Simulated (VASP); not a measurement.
# GaN (I-4m2) in VASP: a series of runs

GaN is run at these levels: PBE; tasks: single point.

All numbers are computed with VASP 6.6.1; they aren't measurements. Logs are shortened: lines on timing, memory, paths and dates and some standing lists are left out, and cuts for length are marked.

### Step 1. The cell of the first run

It takes space group I-4m2 (No. 119, tetragonal). The conventional cell has a = 3.244 Å, b = 3.244 Å, c = 4.398 Å, α = 90.00°, β = 90.00°, γ = 90.00°. Ga (site symmetry -4m2) has 4 N at 1.96 Å within 2.6 Å. N (site symmetry -4m2) has 4 Ga at 1.96 Å within 2.6 Å.

### Step 2. Single point, PBE (epitaxial xy strain +2.0%)

The input, INCAR:

```
SYSTEM = GaN
PREC = Accurate ; ENCUT = 520
EDIFF = 1E-6 ; ISMEAR = 0
SIGMA = 0.01 ; LREAL = .False.
LASPH = .True. ; NELM = 60
ALGO = Normal ; ISIF = 2
LWAVE = .False. ; LCHARG = .False.
GGA = PE ; NBANDS = 16
```

The input, KPOINTS:

```
regular mesh
0
Gamma
  6 6 6
  0 0 0
```

The input, POSCAR:

```
GaN
1.0
    0.0000000000      2.2939315919      2.1991652385
    2.2939315919      0.0000000000      2.1991652385
    2.2939315919      2.2939315919      0.0000000000
Ga N
1 1
Direct
    0.0000000000      0.0000000000      0.0000000000
    0.2500000000      0.2500000000      0.2500000000
```

Potentials or basis: VASP PAW PBE potentials, release 64 (Ga_d, N).

Command:

```bash
cat potpaw_PBE.64/Ga_d/POTCAR potpaw_PBE.64/N/POTCAR > POTCAR
mpirun -np 1 vasp_std > vasp.out
```

OUTCAR:

```text
SYSTEM = GaN
   PREC = Accurate
   ENCUT = 520
   EDIFF = 1E-6
   ISMEAR = 0
   LREAL = .False.
   LASPH = .True.
   NELM = 60
   ISIF = 2
   GGA = PE

 ion  position               nearest neighbor table
   1  0.000  0.000  0.000-   2 1.96   2 1.96   2 1.96   2 1.96
   2  0.250  0.250  0.250-   1 1.96   1 1.96   1 1.96   1 1.96

  LATTYP: Found a body centered tetragonal cell.
 ALAT       =     3.2441091684
 C/A-ratio  =     1.3557899099

  Lattice vectors:

 A1 = (   0.0000000000,  -2.2939315919,  -2.1991652385)
 A2 = (   0.0000000000,   2.2939315919,  -2.1991652385)
 A3 = (   2.2939315919,   0.0000000000,   2.1991652385)

Analysis of symmetry for initial positions (statically):
=====================================================================
 Subroutine PRICEL returns:
 Original cell was already a primitive cell.

 Routine SETGRP: Setting up the symmetry group for a
 body centered tetragonal supercell.

 Subroutine GETGRP returns: Found  8 space group operations
 (whereof  8 operations were pure point group operations)
 out of a pool of 16 trial point group operations.

The static configuration has the point symmetry D_2d.

Analysis of symmetry for dynamics (positions and initial velocities):
=====================================================================
 Subroutine PRICEL returns:
 Original cell was already a primitive cell.

 Routine SETGRP: Setting up the symmetry group for a
 body centered tetragonal supercell.

 Subroutine GETGRP returns: Found  8 space group operations
 (whereof  8 operations were pure point group operations)
 out of a pool of 16 trial point group operations.

The dynamic configuration has the point symmetry D_2d.

 Subroutine INISYM returns: Found  8 space group operations
 (whereof  8 operations are pure point group operations),
 and found     1 'primitive' translations

----------------------------------------------------------------------------------------

                                     Primitive cell

  volume of cell :      23.1446

  direct lattice vectors                    reciprocal lattice vectors
     0.000000000  2.293931592  2.199165239    -0.217966395  0.217966395  0.227358996
     2.293931592  0.000000000  2.199165239     0.217966395 -0.217966395  0.227358996
     2.293931592  2.293931592  0.000000000     0.217966395  0.217966395 -0.227358996

  length of vectors
     3.177805830  3.177805830  3.244109168     0.383028474  0.383028474  0.383028474

  position of ions in fractional coordinates (direct lattice)
     0.000000000  0.000000000  0.000000000
     0.250000000  0.250000000  0.250000000

[... 77 lines left out ...]
   LREAL  =      F    real-space projection
   EDIFFG = 0.1E-04   stopping-criterion for IOM
   NSW    =      0    number of steps for IOM
   IBRION =     -1    ionic relax: 0-MD 1-quasi-New 2-CG
   NFREE  =      0    steps in history (QN), initial steepest desc. (CG)
   ISIF   =      2    stress and relaxation
   ISYM   =      2    0-nonsym 1-usesym 2-fastsym
   POTIM  = 0.5000    time-step for ionic-motion
   TEBEG  =    0.0;   TEEND  =   0.0 temperature during run
   PSTRESS=    0.0 pullay stress
   NELECT =      18.0000    total number of electrons
   NUPDOWN=      -1.0000    fix difference up-down
   EMIN   =  10.00;   EMAX   =-10.00  energy-range for DOS
   EFERMI =   0.00;   METHOD = LEGACY
   ISMEAR =     0;   SIGMA  =   0.01  broadening in eV -4-tet -1-fermi 0-gaus
   EFERMI_NEDOS =   21; number of points for ismear=-14 and -15
   IALGO  =     38    algorithm
   IMIX   =      4    mixing-type and parameters
     AMIX     =   0.40;   BMIX     =  1.00
     AMIX_MAG =   1.60;   BMIX_MAG =  1.00
  volume/ion in A,a.u.               =      11.57        78.09
  Fermi-wavevector in a.u.,A,eV,Ry     =   1.505507  2.844995 30.838297  2.266551
  Thomas-Fermi vector in A             =   2.616347
   LORBIT       =      0    0 simple, 1 ext, 2 COOP (PROOUT), +10 PAW based schemes
   GGA     = PE    functional components
   LHFCALC =     F    Hartree Fock is set to
   AEXX    =    0.0000 exact exchange contribution
   IVDW    =     0    specifies the selected vdW correction
   LEPSILON=     F    determine dielectric tensor
   LRPA    =     F    only Hartree local field effects (RPA)
 non-spin polarized calculation
 Gauss-broadening in eV      SIGMA  =   0.01
  energy-cutoff  :      520.00
  volume of cell :       23.14
 maximum number of plane-waves:       636
   NGX = 11   NGY = 11   NGZ = 13

 number of electron      17.9999997 magnetization

 Free energy of the ion-electron system (eV)
  ---------------------------------------------------
  ext. energy  EPLUGINS =         0.00000000
  ---------------------------------------------------
  free energy    TOTEN  =       -12.13543373 eV

  energy without entropy =      -12.13543373  energy(sigma->0) =      -12.13543373

 E-fermi :   5.3998     XC(G=0): -11.6082

 val. band max:        5.2853758056   @ k =   0.0000   0.0000   0.0000
 cond. band min:       6.8108031115   @ k =   0.0000   0.0000   0.0000
 fundamental gap:      1.5254273060
 Fermi energy:         5.3997976773

 k-point     1 :       0.0000    0.0000    0.0000
  band No.  band energies     occupation
      1     -10.6711      2.00000
      2      -8.2889      2.00000
      3      -8.2889      2.00000
      4      -8.2462      2.00000
      5      -7.9689      2.00000
      6      -7.9677      2.00000
[... 433 lines left out ...]
      3      -8.0385      2.00000
      4      -8.0215      2.00000
      5      -7.9154      2.00000
      6      -6.4950      2.00000
[... 8 lines left out ...]
     15      27.1520      0.00000
     16      27.5904      0.00000

 [... further k-points ...]

------------------------ aborting loop because EDIFF is reached ----------------------------------------

  FORCE on cell =-STRESS in cart. coord.  units (eV):
  Direction    XX          YY          ZZ          XY          YZ          ZX
  --------------------------------------------------------------------------------------
  -------------------------------------------------------------------------------------
  Total        0.1849163      0.1849163      0.8563298      0.0000000      0.0000000      0.0000000
  in kB       12.8007981     12.8007981     59.2792726      0.0000000      0.0000000      0.0000000
  external PRESSURE =      28.2936229 kB  Pullay stress =       0.0000000 kB

 VOLUME and BASIS-vectors are now :
 -----------------------------------------------------------------------------
  energy-cutoff  :      520.00
  volume of cell :       23.14
      direct lattice vectors                 reciprocal lattice vectors
     0.000000000  2.293931592  2.199165239    -0.217966395  0.217966395  0.227358996
     2.293931592  0.000000000  2.199165239     0.217966395 -0.217966395  0.227358996
     2.293931592  2.293931592  0.000000000     0.217966395  0.217966395 -0.227358996

 POSITION                                       TOTAL-FORCE (eV/Angst)
 -----------------------------------------------------------------------------------
      0.00000      0.00000      0.00000         0.000000      0.000000      0.000000
      1.14697      1.14697      1.09958        -0.000000     -0.000000     -0.000000
 -----------------------------------------------------------------------------------
    total drift:                                0.000002      0.000002      0.000001

  FREE ENERGIE OF THE ION-ELECTRON SYSTEM (eV)
  ---------------------------------------------------
  free  energy   TOTEN  =       -12.1354337323 eV

  energy  without entropy=      -12.1354337323  energy(sigma->0) =      -12.13543373
```

stdout:

```text
POSCAR found type information on POSCAR GaN
 POSCAR found :  2 types and       2 ions
 scaLAPACK will be used
 LDA part: xc-table for (Slater+PW92), standard interpolation
 POSCAR, INCAR and KPOINTS ok, starting setup
 FFT: planning ... GRIDC
 FFT: planning ... GRID_SOFT
 FFT: planning ... GRID
 WAVECAR not read
 entering main loop
```

Wall time 13 s (1 thread of Intel Xeon 8259CL, shared host); peak memory 0.14 GiB.

What came out:

- Free energy: -12.1354 eV
- Pressure: 2.8 GPa
- Band gap on the k mesh: 1.53 eV, direct

Levels at points of the mesh, in eV from the valence-band top:
| k point | band 6 | band 7 | band 8 | band 9 | band 10 | band 11 | band 12 | band 13 |
| --- | --- | --- | --- | --- | --- | --- | --- | --- |
| (0.00, 0.00, 0.00) | -13.25 | -0.18 | -0.18 | 0.00 | 1.53 | 10.04 | 10.16 | 10.16 |
| (0.50, 0.00, 0.00) | -12.00 | -7.08 | -1.22 | -0.92 | 4.40 | 8.56 | 9.88 | 10.55 |
| (0.50, 0.50, 0.00) | -11.43 | -5.89 | -2.99 | -2.99 | 3.07 | 6.02 | 11.89 | 13.57 |
| (0.50, 0.00, 0.50) | -11.65 | -6.35 | -2.68 | -2.66 | 3.32 | 6.70 | 11.31 | 13.32 |

Caveat: the cell differs from its parent crystal (epitaxial xy strain +2.0%).

### Step 3. Single point, PBE (epitaxial xy strain +3.0%)

The input, INCAR:

```
SYSTEM = GaN
ALGO = Normal ; EDIFF = 1E-7
ENCUT = 520 ; GGA = PE
ISIF = 2 ; ISMEAR = 0
LASPH = .TRUE. ; LCHARG = .TRUE.
LELF = .TRUE. ; LREAL = .FALSE.
LVHAR = .TRUE. ; LWAVE = .FALSE.
NBANDS = 16 ; NELM = 100
PREC = Accurate ; SIGMA = 0.01
```

The input, KPOINTS:

```
k-points
0
G
  6 6 6
  0 0 0
```

The input, POSCAR:

```
GaN
1.0
    0.0000000000      2.3164211173      2.1730578193
    2.3164211173      0.0000000000      2.1730578193
    2.3164211173      2.3164211173      0.0000000000
Ga N
1 1
Direct
    0.0000000000      0.0000000000      0.0000000000
    0.2500000000      0.2500000000      0.2500000000
```

Potentials or basis: VASP PAW PBE potentials, release 64 (Ga_d, N).

Command:

```bash
cat potpaw_PBE.64/Ga_d/POTCAR potpaw_PBE.64/N/POTCAR > POTCAR
mpirun -np 1 vasp_std > vasp.out
```

It took 14 s on 1 thread of Intel Xeon 8259CL, shared host; peak memory 0.14 GiB.

It converged, with:

```yaml
Free_energy: -12.1258 eV
Pressure: 1.3 GPa
Band_gap_on_the_k_mesh: 1.42 eV, direct
```

Stress tensor (GPa, compression positive):
```
-0.95  0.00  0.00
 0.00 -0.95  0.00
 0.00  0.00  5.78
```

Levels at points of the mesh, in eV from the valence-band top:
| k point | band 7 | band 8 | band 9 | band 10 | band 11 | band 12 |
| --- | --- | --- | --- | --- | --- | --- |
| (0.00, 0.00, 0.00) | -0.26 | -0.26 | 0.00 | 1.42 | 9.91 | 10.10 |
| (0.50, 0.00, 0.00) | -7.08 | -1.34 | -0.90 | 4.24 | 8.47 | 9.64 |
| (0.50, 0.50, 0.00) | -5.76 | -3.11 | -3.11 | 2.95 | 5.69 | 11.98 |
| (0.50, 0.00, 0.50) | -6.44 | -2.64 | -2.62 | 3.32 | 6.71 | 11.10 |

Caveat: the cell differs from its parent crystal (epitaxial xy strain +3.0%).
